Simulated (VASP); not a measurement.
# CsBr in VASP: notebook

Runs on CsBr. Level: PBEsol. Tasks: single point.

Program: VASP 6.6.1. These are calculated values, not measurements. Logs are shortened: lines on timing, memory, paths and dates and some standing lists are left out, and cuts for length are marked.

### 1 The cell of the first run

It takes space group Pm-3m (No. 221, cubic). Conventional cell: a = 4.261 Å, b = 4.261 Å, c = 4.261 Å, α = 90.00°, β = 90.00°, γ = 90.00°. Within 4.8 Å of Cs (site symmetry m-3m) lie 8 Br at 3.69 Å and 6 Cs at 4.26 Å. Within 4.8 Å of Br (site symmetry m-3m) lie 8 Cs at 3.69 Å and 6 Br at 4.26 Å.

### 2 Single point, PBEsol, non-collinear spin, zero start, spin-orbit coupling

Contents of INCAR:

```
SYSTEM = CsBr
  PREC = Accurate
  ENCUT = 500
  EDIFF = 1E-6
  ISMEAR = 0
  SIGMA = 0.01
  LREAL = .FALSE.
  LASPH = .TRUE.
  NELM = 200
  ALGO = Normal
  ISIF = 2
  LWAVE = .FALSE.
  LCHARG = .FALSE.
  MAGMOM = 0 0 0 0 0 0
  LORBIT = 11
  LSORBIT = .TRUE.
  GGA_COMPAT = .FALSE.
  LORBMOM = .TRUE.
  GGA = PS
  NBANDS = 28
```

Contents of KPOINTS:

```
regular mesh
0
G
  6 6 6
  0 0 0
```

Contents of POSCAR:

```
CsBr
1.0
    4.2613729277      0.0000000000      0.0000000000
    0.0000000000      4.2613729277      0.0000000000
    0.0000000000      0.0000000000      4.2613729277
Cs Br
1 1
Direct
    0.0000000000      0.0000000000      0.0000000000
    0.5000000000      0.5000000000      0.5000000000
```

Potentials or basis: VASP PAW PBE potentials, release 64 (Cs_sv, Br).

Run with:

```sh
cat potpaw_PBE.64/Cs_sv/POTCAR potpaw_PBE.64/Br/POTCAR > POTCAR
mpirun -np 1 vasp_ncl > vasp.out
```

OUTCAR:

```text
SYSTEM = CsBr
   PREC = Accurate
   ENCUT = 500
   EDIFF = 1E-6
   ISMEAR = 0
   LREAL = .FALSE.
   LASPH = .TRUE.
   NELM = 200
   ISIF = 2
   LORBIT = 11
   LSORBIT = .TRUE.
   GGA = PS

 ion  position               nearest neighbor table
   1  0.000  0.000  0.000-
   2  0.500  0.500  0.500-

  LATTYP: Found a simple cubic cell.
 ALAT       =     4.2613729277

  Lattice vectors:

 A1 = (   4.2613729277,   0.0000000000,   0.0000000000)
 A2 = (   0.0000000000,   4.2613729277,   0.0000000000)
 A3 = (   0.0000000000,   0.0000000000,   4.2613729277)

Analysis of symmetry for initial positions (statically):
=====================================================================
 Subroutine PRICEL returns:
 Original cell was already a primitive cell.

 Routine SETGRP: Setting up the symmetry group for a
 simple cubic supercell.

 Subroutine GETGRP returns: Found 48 space group operations
 (whereof 48 operations were pure point group operations)
 out of a pool of 48 trial point group operations.

The static configuration has the point symmetry O_h .

Analysis of symmetry for dynamics (positions and initial velocities):
=====================================================================
 Subroutine PRICEL returns:
 Original cell was already a primitive cell.

 Routine SETGRP: Setting up the symmetry group for a
 simple cubic supercell.

 Subroutine GETGRP returns: Found 48 space group operations
 (whereof 48 operations were pure point group operations)
 out of a pool of 48 trial point group operations.

The dynamic configuration has the point symmetry O_h .

Analysis of structural, dynamic, and magnetic symmetry:
=====================================================================
 Subroutine PRICEL returns:
 Original cell was already a primitive cell.

 Routine SETGRP: Setting up the symmetry group for a
 simple cubic supercell.

 Subroutine GETGRP returns: Found 48 space group operations
 (whereof 48 operations were pure point group operations)
 out of a pool of 48 trial point group operations.

The overall configuration has the point symmetry O_h .

 Subroutine INISYM returns: Found 48 space group operations
 (whereof 48 operations are pure point group operations),
[... 792 lines left out ...]
 -----------------------------------------------------------------------------------
      0.00000      0.00000      0.00000         0.000000      0.000000      0.000000
      2.13069      2.13069      2.13069         0.000000      0.000000      0.000000
 -----------------------------------------------------------------------------------
    total drift:                                0.000000     -0.000000     -0.000000

  FREE ENERGIE OF THE ION-ELECTRON SYSTEM (eV)
  ---------------------------------------------------
  free  energy   TOTEN  =        -6.5372253670 eV

  energy  without entropy=       -6.5372253670  energy(sigma->0) =       -6.53722537

 orbital moment (x)

 # of ion     p       d       tot
 ----------------------------------------
  1         0.000  -0.000  -0.000
  2         0.000  -0.000  -0.000
 ----------------------------------------
            0.000  -0.000  -0.000

 orbital moment (y)

 # of ion     p       d       tot
 ----------------------------------------
  1         0.000  -0.000  -0.000
  2         0.000  -0.000  -0.000
 ----------------------------------------
            0.000  -0.000  -0.000

 orbital moment (z)

 # of ion     p       d       tot
 ----------------------------------------
  1         0.000  -0.000  -0.000
  2         0.000  -0.000  -0.000
 ----------------------------------------
            0.000  -0.000  -0.000

 Spin-Orbit-Coupling matrix elements

 Ion:    1  E_soc:     -0.3285927
 l=   1
     0.0000000    -0.0547160    -0.0547160
    -0.0547160     0.0000000    -0.0547160
    -0.0547160    -0.0547160     0.0000000
 l=   2
     0.0000000    -0.0000166     0.0000000    -0.0000166    -0.0000329
    -0.0000166     0.0000000    -0.0000247    -0.0000166    -0.0000082
     0.0000000    -0.0000247     0.0000000    -0.0000247     0.0000000
    -0.0000166    -0.0000166    -0.0000247     0.0000000    -0.0000082
    -0.0000329    -0.0000082     0.0000000    -0.0000082     0.0000000
 l=   3
     0.0000000     0.0000000     0.0000000     0.0000000     0.0000000     0.0000000     0.0000000
     0.0000000     0.0000000     0.0000000     0.0000000     0.0000000     0.0000000     0.0000000
     0.0000000     0.0000000     0.0000000     0.0000000     0.0000000     0.0000000     0.0000000
     0.0000000     0.0000000     0.0000000     0.0000000     0.0000000     0.0000000     0.0000000
     0.0000000     0.0000000     0.0000000     0.0000000     0.0000000     0.0000000     0.0000000
     0.0000000     0.0000000     0.0000000     0.0000000     0.0000000     0.0000000     0.0000000
     0.0000000     0.0000000     0.0000000     0.0000000     0.0000000     0.0000000     0.0000000

 Ion:    2  E_soc:     -0.0532742
 l=   1
     0.0000000    -0.0088780    -0.0088780
    -0.0088780     0.0000000    -0.0088780
    -0.0088780    -0.0088780     0.0000000
 l=   2
     0.0000000    -0.0000004     0.0000000    -0.0000004    -0.0000007
    -0.0000004     0.0000000    -0.0000005    -0.0000004    -0.0000002
     0.0000000    -0.0000005     0.0000000    -0.0000005     0.0000000
    -0.0000004    -0.0000004    -0.0000005     0.0000000    -0.0000002
    -0.0000007    -0.0000002     0.0000000    -0.0000002     0.0000000
 l=   3
     0.0000000     0.0000000     0.0000000     0.0000000     0.0000000     0.0000000     0.0000000
     0.0000000     0.0000000     0.0000000     0.0000000     0.0000000     0.0000000     0.0000000
     0.0000000     0.0000000     0.0000000     0.0000000     0.0000000     0.0000000     0.0000000
     0.0000000     0.0000000     0.0000000     0.0000000     0.0000000     0.0000000     0.0000000
     0.0000000     0.0000000     0.0000000     0.0000000     0.0000000     0.0000000     0.0000000
     0.0000000     0.0000000     0.0000000     0.0000000     0.0000000     0.0000000     0.0000000
     0.0000000     0.0000000     0.0000000     0.0000000     0.0000000     0.0000000     0.0000000

 total charge

# of ion       s       p       d       tot
------------------------------------------
    1        1.847   4.687   0.033   6.567
    2        1.595   3.262   0.002   4.859
--------------------------------------------------
tot          3.441   7.949   0.036  11.426

 magnetization (x)

# of ion       s       p       d       tot
------------------------------------------
    1        0.000   0.000   0.000   0.000
    2        0.000   0.000   0.000   0.000
--------------------------------------------------
tot          0.000   0.000   0.000   0.000

 magnetization (y)

# of ion       s       p       d       tot
------------------------------------------
    1        0.000  -0.000   0.000   0.000
    2        0.000   0.000   0.000   0.000
--------------------------------------------------
tot          0.000   0.000   0.000   0.000

 magnetization (z)

# of ion       s       p       d       tot
------------------------------------------
    1        0.000  -0.000   0.000   0.000
    2        0.000   0.000  -0.000   0.000
--------------------------------------------------
tot          0.000   0.000  -0.000   0.000
```

stdout:

```text
POSCAR found type information on POSCAR CsBr
 POSCAR found :  2 types and       2 ions
 scaLAPACK will be used
 -----------------------------------------------------------------------------
|                                                                             |
|                                                                             |
|     You enforced a specific xc type in the INCAR file but a different       |
|     I HOPE YOU KNOW WHAT YOU ARE DOING!                                     |
|                                                                             |
 -----------------------------------------------------------------------------

 LDA part: xc-table for (Slater+PW92), standard interpolation
 POSCAR, INCAR and KPOINTS ok, starting setup
 FFT: planning ... GRIDC
 FFT: planning ... GRID_SOFT
 FFT: planning ... GRID
 WAVECAR not read
 entering main loop
```

Run time: 78 s. Hardware: 1 thread of Oxide Virtual Turin-like, shared host; peak memory 0.3 GiB.

What came out:

```
Free energy                                           : -6.5372 eV
Pressure                                              : -0.2 GPa
Net moment                                            : 0.00 μB per cell
Valence electrons inside the program's atomic spheres : Cs 6.57; Br 4.86
```

Moments on the atoms (μB; x, y, z):
```
Cs  0.00 0.00 0.00
Br  0.00 0.00 0.00
```

Caveat: the PAW data sets were made with another functional, which shifts forces and pressure a little.

### 3 Single point, PBEsol, non-collinear spin, zero start, spin-orbit coupling (equal xy, yz and zx engineering shears of -0.5 %)

Contents of INCAR:

```
SYSTEM = CsBr
PREC = Accurate ; ENCUT = 500
EDIFF = 1E-6 ; ISMEAR = 0
SIGMA = 0.01 ; LREAL = .FALSE.
LASPH = .TRUE. ; NELM = 200
ALGO = Normal ; ISIF = 2
LWAVE = .FALSE. ; LCHARG = .FALSE.
LNONCOLLINEAR = .TRUE. ; MAGMOM = 0 0 0 0 0 0
LORBIT = 11 ; LSORBIT = .TRUE.
GGA_COMPAT = .FALSE. ; LORBMOM = .TRUE.
GGA = PS ; NBANDS = 28
```

KPOINTS is that of step 2.

Contents of POSCAR:

```
CsBr
1.0
    4.2401720674     -0.0106004302     -0.0106004302
   -0.0106004302      4.2401720674     -0.0106004302
   -0.0106004302     -0.0106004302      4.2401720674
Cs Br
1 1
Direct
    0.0000000000      0.0000000000      0.0000000000
    0.5000000000      0.5000000000      0.5000000000
```

Potentials or basis: VASP PAW PBE potentials, release 64 (Cs_sv, Br).

Run with:

```sh
cat potpaw_PBE.64/Cs_sv/POTCAR potpaw_PBE.64/Br/POTCAR > POTCAR
mpirun -np 1 vasp_ncl > vasp.out
```

OUTCAR:

```text
SYSTEM = CsBr
   PREC = Accurate
   ENCUT = 500
   EDIFF = 1E-6
   ISMEAR = 0
   LREAL = .FALSE.
   LASPH = .TRUE.
   NELM = 200
   ISIF = 2
   LNONCOLLINEAR = .TRUE.
   LORBIT = 11
   LSORBIT = .TRUE.
   GGA = PS

 ion  position               nearest neighbor table
   1  0.000  0.000  0.000-
   2  0.500  0.500  0.500-

  LATTYP: Found a trigonal (rhomboedric) cell.
 ALAT       =     4.2401985684
 COS(alpha) =    -0.0049936876

  Lattice vectors:

 A1 = (   4.2401720674,  -0.0106004302,  -0.0106004302)
 A2 = (  -0.0106004302,   4.2401720674,  -0.0106004302)
 A3 = (  -0.0106004302,  -0.0106004302,   4.2401720674)

[... 1035 lines left out ...]
    -0.0000007    -0.0000002     0.0000000    -0.0000002     0.0000000
 l=   3
     0.0000000     0.0000000     0.0000000     0.0000000     0.0000000     0.0000000     0.0000000
     0.0000000     0.0000000     0.0000000     0.0000000     0.0000000     0.0000000     0.0000000
     0.0000000     0.0000000     0.0000000     0.0000000     0.0000000     0.0000000     0.0000000
     0.0000000     0.0000000     0.0000000     0.0000000     0.0000000     0.0000000     0.0000000
     0.0000000     0.0000000     0.0000000     0.0000000     0.0000000     0.0000000     0.0000000
     0.0000000     0.0000000     0.0000000     0.0000000     0.0000000     0.0000000     0.0000000
     0.0000000     0.0000000     0.0000000     0.0000000     0.0000000     0.0000000     0.0000000

 total charge

# of ion       s       p       d       tot
------------------------------------------
    1        1.847   4.687   0.035   6.569
    2        1.595   3.264   0.002   4.861
--------------------------------------------------
tot          3.442   7.951   0.037  11.430

 magnetization (x)

# of ion       s       p       d       tot
------------------------------------------
    1        0.000  -0.000   0.000  -0.000
    2        0.000  -0.000   0.000  -0.000
--------------------------------------------------
tot          0.000  -0.000   0.000  -0.000

 magnetization (y)

# of ion       s       p       d       tot
------------------------------------------
    1       -0.000   0.000   0.000  -0.000
    2       -0.000   0.000   0.000   0.000
--------------------------------------------------
tot         -0.000   0.000   0.000   0.000

 magnetization (z)

# of ion       s       p       d       tot
------------------------------------------
    1        0.000  -0.000   0.000  -0.000
    2        0.000  -0.000   0.000  -0.000
--------------------------------------------------
tot          0.000  -0.000   0.000  -0.000
```

Wall time 1.9 min (1 thread of Oxide Virtual Turin-like, shared host); peak memory 0.32 GiB.

Results:

```yaml
Free_energy: -6.5372 eV
Pressure: 0.1 GPa
Net_moment: 0.00 μB per cell
Valence_electrons_inside_the_program's_atomic_spheres: Cs 6.57; Br 4.86
```

Moments on the atoms (μB; x, y, z):
```
Cs  0.00 0.00 0.00
Br  0.00 0.00 0.00
```

Caveat: the cell differs from its parent crystal (equal xy, yz and zx engineering shears of -0.5 %); the PAW data sets were made with another functional, which shifts forces and pressure a little.
